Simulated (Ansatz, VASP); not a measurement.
# AlRu in VASP and in Ansatz

File INCAR:

```
PREC = Accurate
ENCUT = 520
EDIFF = 1E-6
ISMEAR = 0
SIGMA = 0.1
LREAL = F
LASPH = T
NELM = 100
ALGO = Normal
ISIF = 2
LWAVE = F
LCHARG = F
GGA = PS
NBANDS = 16
```

File KPOINTS:

```
Automatic mesh
0
Gamma
  18 18 18
```

The input POSCAR:

```
AlRu
1.0
    2.8423803040      0.0000000000      0.0000000000
    0.0000000000      2.8423803040      0.0000000000
    0.0000000000      0.0000000000      2.8423803040
Al Ru
1 1
Direct
    0.0000000000      0.0000000000      0.0000000000
    0.5000000000      0.5000000000      0.5000000000
```

Input for Ansatz:

```yaml
crystal:
  lattice:
    - [2.842380304, 0.0, 0.0]
    - [0.0, 2.842380304, 0.0]
    - [0.0, 0.0, 2.842380304]
  atoms:
    - { symbol: Al, position: [0.0, 0.0, 0.0] }
    - { symbol: Ru, position: [0.5, 0.5, 0.5] }
basis:
  ecutwfc: 420
kpoints:
  mp_grid: { grid: [18, 18, 18] }
hamiltonian:
  xc: pbesol
scf:
  occupations: { method: gaussian, width: 0.1 }
output:
  forces: true
  stress: true
  eigenvalues: true
  write_density: true
  write_potential: true
  elf: true
  volumetric_format: npy
```

Change from the starting cell: equal strain along all axes, cell held, atoms relaxed: -4.5 %.

Alike in both runs: task single point; functional PBEsol; k mesh 18 × 18 × 18; occupations gaussian, width 0.1 eV; no spin polarisation.

```csv
,VASP,Ansatz
version,VASP 6.6.1,Ansatz 0.2.0
potentials or method,"VASP PAW PBE potentials, release 64 (Al, Ru_pv), cutoff 520 eV","scalar-relativistic, plane waves, PAW"
valence electrons in the cell,17,19
```

VASP gave:

- gap on the k mesh at the Fermi level (eV): none
- pressure (GPa): 41.1

Problem. Which values does Ansatz return?

Solution. gap on the k mesh at the Fermi level (eV): none; pressure (GPa): 40.8.

VASP's potentials were made for PBE, not for PBEsol. A gap of «none» marks a metal or a gap that the smearing closes. Both programs put the cell under a high pressure, so it lies far from rest at this level. VASP's potentials hold 17 valence electrons a cell and Ansatz's 19, so a difference there can come from the potentials and not from the codes.
